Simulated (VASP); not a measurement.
# Na (Im-3m) in VASP: single point with LDA

Aim: the single point of Na with LDA.

All numbers are computed with VASP 6.6.1; they aren't measurements. Logs are shortened: lines on timing, memory, paths and dates and some standing lists are left out, and cuts for length are marked.

### 1 The cell of the first run

It takes space group Im-3m (No. 229, cubic). Conventional cell: a = 4.057 Å, b = 4.057 Å, c = 4.057 Å, α = 90.00°, β = 90.00°, γ = 90.00°. Within 4.6 Å of Na (site symmetry m-3m) lie 14 Na at 3.51 to 4.06 Å.

### 2 Single point, LDA

Contents of INCAR:

```
ALGO     = Normal         # electronic algorithm
EDIFF    = 1E-6           # SCF threshold, eV
ENCUT    = 520            # plane-wave cutoff, eV
GGA      = CA             # functional
ISIF     = 2              # what is computed and relaxed
ISMEAR   = -1             # smearing method
ISYM     = 0            
LASPH    = T              # aspherical terms in the spheres
LCHARG   = T              # write CHGCAR
LELF     = T              # ELF
LREAL    = F              # projectors in reciprocal space
LVHAR    = T            
LWAVE    = F              # write WAVECAR
NBANDS   = 10             # bands
NELM     = 100            # most SCF steps
PREC     = Accurate       # precision mode
SIGMA    = 0.05           # smearing width, eV
```

Contents of KPOINTS:

```
k-points
0
Gamma
  11 11 11
```

Contents of POSCAR:

```
Na
1.0
   -2.0282759378      2.0282757067      2.0282756946
    2.0282757227     -2.0282759508      2.0282757236
    2.0282757076      2.0282757206     -2.0282759387
Na
1
Direct
    0.0000000000      0.0000000000      0.0000000000
```

Potentials or basis: VASP PAW LDA potentials, release 64 (Na_pv).

Command:

```console
$ cat potpaw_LDA.64/Na_pv/POTCAR > POTCAR
$ mpirun -np 1 vasp_std > vasp.out
```

OUTCAR:

```text
EDIFF = 1E-6
   ENCUT = 520
   GGA = CA
   ISIF = 2
   ISMEAR = -1
   ISYM = 0
   LASPH = T
   LREAL = F
   NELM = 100
   PREC = Accurate

 ion  position               nearest neighbor table
   1  0.000  0.000  0.000-

IMPORTANT INFORMATION: All symmetrisations will be switched off!
NOSYMM: (Re-)initialisation of all symmetry stuff for point group C_1.

----------------------------------------------------------------------------------------

                                     Primitive cell

  volume of cell :      33.3765

  direct lattice vectors                    reciprocal lattice vectors
    -2.028275938  2.028275707  2.028275695     0.000000027  0.246514824  0.246514824
     2.028275723 -2.028275951  2.028275724     0.246514822  0.000000029  0.246514823
     2.028275708  2.028275721 -2.028275939     0.246514823  0.246514823  0.000000028

  length of vectors
     3.513076702  3.513076736  3.513076718     0.348624607  0.348624605  0.348624606

  position of ions in fractional coordinates (direct lattice)
     0.000000000  0.000000000  0.000000000

  ion indices of the primitive-cell ions
   primitive index   ion index
                 1           1

----------------------------------------------------------------------------------------

 KPOINTS: k-points

Automatic generation of k-mesh.
 Grid dimensions read from file:
 generate k-points for:   11   11   11

 Generating k-lattice:

  Cartesian coordinates                     Fractional coordinates (reciprocal lattice)
     0.000000002  0.022410439  0.022410439     0.090909091 -0.000000000  0.000000000
     0.022410438  0.000000003  0.022410438    -0.000000000  0.090909091 -0.000000000
     0.022410438  0.022410438  0.000000003     0.000000000 -0.000000000  0.090909091

  Length of vectors
     0.031693146  0.031693146  0.031693146

  Shift w.r.t. Gamma in fractional coordinates (k-lattice)
     0.000000000  0.000000000  0.000000000

 Subroutine IBZKPT returns following result:
 ===========================================

 Found    666 irreducible k-points:

 Following reciprocal coordinates:
            Coordinates               Weight
  0.000000  0.000000  0.000000      1.000000
  0.090909  0.000000  0.000000      2.000000
  0.000000  0.090909 -0.000000      2.000000
 -0.000000  0.000000  0.090909      2.000000
  0.090909 -0.000000 -0.090909      2.000000
  0.090909 -0.090909 -0.000000      2.000000
[... 16 lines left out ...]
  0.363636 -0.000000 -0.363636      2.000000
[... 25 lines left out ...]
   NFREE  =      0    steps in history (QN), initial steepest desc. (CG)
   ISIF   =      2    stress and relaxation
   ISYM   =      0    0-nonsym 1-usesym 2-fastsym
   POTIM  = 0.5000    time-step for ionic-motion
   TEBEG  =    0.0;   TEEND  =   0.0 temperature during run
   PSTRESS=    0.0 pullay stress
   NELECT =       7.0000    total number of electrons
   NUPDOWN=      -1.0000    fix difference up-down
   EMIN   =  10.00;   EMAX   =-10.00  energy-range for DOS
   EFERMI =   0.00;   METHOD = LEGACY
   ISMEAR =    -1;   SIGMA  =   0.05  broadening in eV -4-tet -1-fermi 0-gaus
   EFERMI_NEDOS =   21; number of points for ismear=-14 and -15
   IALGO  =     38    algorithm
   IMIX   =      4    mixing-type and parameters
     AMIX     =   0.40;   BMIX     =  1.00
     AMIX_MAG =   1.60;   BMIX_MAG =  1.00
  volume/ion in A,a.u.               =      33.38       225.24
  Fermi-wavevector in a.u.,A,eV,Ry     =   0.972659  1.838059 12.871998  0.946065
  Thomas-Fermi vector in A             =   2.102975
   LORBIT       =      0    0 simple, 1 ext, 2 COOP (PROOUT), +10 PAW based schemes
   GGA     = CA    functional components
   LHFCALC =     F    Hartree Fock is set to
   AEXX    =    0.0000 exact exchange contribution
   IVDW    =     0    specifies the selected vdW correction
   LEPSILON=     F    determine dielectric tensor
   LRPA    =     F    only Hartree local field effects (RPA)
 non-spin polarized calculation
  energy-cutoff  :      520.00
  volume of cell :       33.38
 maximum number of plane-waves:       935
 NGX is ok and might be reduce to    28
   NGX = 13   NGY = 13   NGZ = 13

 number of electron       7.0000010 magnetization

 Free energy of the ion-electron system (eV)
  ---------------------------------------------------
  ext. energy  EPLUGINS =         0.00000000
  ---------------------------------------------------
  free energy    TOTEN  =        -1.45879755 eV

  energy without entropy =       -1.45603073  energy(sigma->0) =       -1.45741414

 E-fermi :   0.4945     XC(G=0):  -7.0295

 val. band max:        0.4348608647   @ k =   0.3636   0.1818  -0.0909
 cond. band min:       0.5792795176   @ k =  -0.1818  -0.4545  -0.1818
 fundamental gap:      0.1444186528
 Fermi energy:         0.4944745243

 k-point     1 :       0.0000    0.0000    0.0000
  band No.  band energies     occupation
      1     -24.3970      2.00000
      2     -24.3970      2.00000
      3     -24.3970      2.00000
      4      -3.0425      2.00000
      5      12.7915      0.00000
      6      12.7915      0.00000
      7      12.7915      0.00000
      8      13.9650      0.00000
      9      13.9650      0.00000
     10      14.6720      0.00000
[... 287 lines left out ...]
 k-point    24 :       0.3636   -0.3636   -0.0000
  band No.  band energies     occupation
      1     -24.4407      2.00000
      2     -24.4115      2.00000
      3     -24.3970      2.00000
      4      -0.5949      2.00000
      5       4.2091      0.00000
      6       9.4326      0.00000
      7      10.4659      0.00000
      8      10.6488      0.00000
      9      11.8351      0.00000
     10      16.6342      0.00000

 [... further k-points ...]

------------------------ aborting loop because EDIFF is reached ----------------------------------------

  FORCE on cell =-STRESS in cart. coord.  units (eV):
  Direction    XX          YY          ZZ          XY          YZ          ZX
  --------------------------------------------------------------------------------------
  -------------------------------------------------------------------------------------
  Total       -0.0138441     -0.0138450     -0.0138441     -0.0000029     -0.0000035     -0.0000022
  in kB       -0.6645619     -0.6646055     -0.6645584     -0.0001402     -0.0001693     -0.0001079
  external PRESSURE =      -0.6645753 kB  Pullay stress =       0.0000000 kB

 VOLUME and BASIS-vectors are now :
 -----------------------------------------------------------------------------
  energy-cutoff  :      520.00
  volume of cell :       33.38
      direct lattice vectors                 reciprocal lattice vectors
    -2.028275938  2.028275707  2.028275695     0.000000027  0.246514824  0.246514824
     2.028275723 -2.028275951  2.028275724     0.246514822  0.000000029  0.246514823
     2.028275708  2.028275721 -2.028275939     0.246514823  0.246514823  0.000000028

 POSITION                                       TOTAL-FORCE (eV/Angst)
 -----------------------------------------------------------------------------------
      0.00000      0.00000      0.00000        -0.000001     -0.000000      0.000001
 -----------------------------------------------------------------------------------
    total drift:                               -0.000001     -0.000000      0.000001

  FREE ENERGIE OF THE ION-ELECTRON SYSTEM (eV)
  ---------------------------------------------------
  free  energy   TOTEN  =        -1.4587975528 eV

  energy  without entropy=       -1.4560307276  energy(sigma->0) =       -1.45741414
```

OSZICAR:

```text
N       E                     dE             d eps       ncg     rms          rms(c)
DAV:   1     0.285417048803E+02    0.28542E+02   -0.38220E+03 13340   0.598E+02
DAV:   2    -0.867263724020E+00   -0.29409E+02   -0.29253E+02 13846   0.151E+02
DAV:   3    -0.145662661421E+01   -0.58936E+00   -0.58898E+00 16068   0.230E+01
DAV:   4    -0.146092449616E+01   -0.42979E-02   -0.42976E-02 15262   0.194E+00
DAV:   5    -0.146098044448E+01   -0.55948E-04   -0.55948E-04 15132   0.217E-01    0.208E-01
DAV:   6    -0.145959683113E+01    0.13836E-02   -0.82210E-04 15742   0.377E-01    0.135E-01
DAV:   7    -0.145881248964E+01    0.78434E-03   -0.11746E-03 14976   0.378E-01    0.220E-02
DAV:   8    -0.145879727677E+01    0.15213E-04   -0.91446E-05 15354   0.156E-01    0.255E-03
DAV:   9    -0.145879755283E+01   -0.27605E-06   -0.38483E-07 10044   0.691E-03
   1 F= -.14587976E+01 E0= -.14574141E+01  d E =-.276683E-02
```

stdout:

```text
POSCAR found type information on POSCAR Na
 POSCAR found :  1 types and       1 ions
 scaLAPACK will be used
 LDA part: xc-table for (Slater(with rela. corr.)+CA(PZ))
 , standard interpolation
 POSCAR, INCAR and KPOINTS ok, starting setup
 FFT: planning ... GRIDC
 FFT: planning ... GRID_SOFT
 FFT: planning ... GRID
 WAVECAR not read
 entering main loop
```

It took 2.6 min on 1 thread of Intel Xeon Platinum 8259CL at 2.50GHz (Skylake/Cascade Lake), shared host; peak memory 0.28 GiB.

Results:

| Item | Value |
| --- | --- |
| Free energy | -1.4588 eV |
| Pressure | -0.1 GPa |
| Band gap on the k mesh | zero (an odd number of electrons rules out a gap without spin polarisation) |

Levels at points of the mesh, in eV from the Fermi level:
```csv
k point,band 1,band 2,band 3,band 4,band 5,band 6,band 7,band 8,band 9
"(0.00, 0.00, 0.00)",-24.89,-24.89,-24.89,-3.54,12.30,12.30,12.30,13.47,13.47
```
